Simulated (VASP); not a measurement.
SiO2:

```
CELL_PARAMETERS angstrom
0.00000 2.26417 2.26417
2.26417 0.00000 2.26417
2.26417 2.26417 0.00000
ATOMIC_POSITIONS crystal
Si 0.00000 0.00000 0.00000
O 0.25000 0.25000 0.25000
O 0.75000 0.75000 0.75000
```

Base run:

```yaml
Program: VASP 6.6.1
Functional: r2SCAN
Potentials_or_basis: VASP PAW PBE potentials, release 64 (Si, O)
Cutoff: 520 eV
k_mesh: 10 × 10 × 10
Occupations: gaussian, width 0.01 eV
Spin: no spin polarisation
```

Its results: band gap on the k mesh 2.68 eV, direct; pressure 0.6 GPa.

Q: The run is repeated on the same cell with these changes: functional from r2SCAN to PBE; occupations from gaussian, width 0.01 eV to fermi-dirac, width 0.02 eV. What comes out?

A: Band gap on the k mesh 2.06 eV, direct; pressure 10.3 GPa.

Caveats: the PAW data sets were made with another functional, which shifts forces and pressure a little (some runs).

A k mesh can miss the band edges.
